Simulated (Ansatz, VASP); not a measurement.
# Two plane-wave programs on KTaO3

```
K Ta O
1.0
     3.98389    0.00000    0.00000
     0.00000    3.98389    0.00000
     0.00000    0.00000    3.98389
K Ta O
1 1 3
Direct
  0.50000 0.50000 0.50000
  0.00000 0.00000 0.00000
  0.50000 0.00000 0.00000
  0.00000 0.50000 0.00000
  0.00000 0.00000 0.50000
```

Alike in both runs: task single point; functional PBE; k mesh 8 × 8 × 8; occupations gaussian, width 0.02 eV; no spin polarisation.

```csv
,VASP,Ansatz
version,VASP 6.6.1,Ansatz 0.2.0
potentials or method,"VASP PAW PBE potentials, release 64 (K_sv, Ta_pv, O), cutoff 520 eV","scalar-relativistic, plane waves, PAW"
valence electrons in the cell,38,40
```

```tsv
	VASP	Ansatz	Ansatz less VASP
gap on the k mesh at the Fermi level (eV)	2.18	2.23	+0.047
least direct gap on the mesh (eV)	2.80	2.84	+0.037
pressure (GPa)	6.8	6.1	-0.69
```

The functional is the same, so the differences come from potentials, cutoffs and numerics. VASP's potentials hold 38 valence electrons a cell and Ansatz's 40, so a difference there can come from the potentials and not from the codes.

Neither program's run includes spin-orbit coupling.
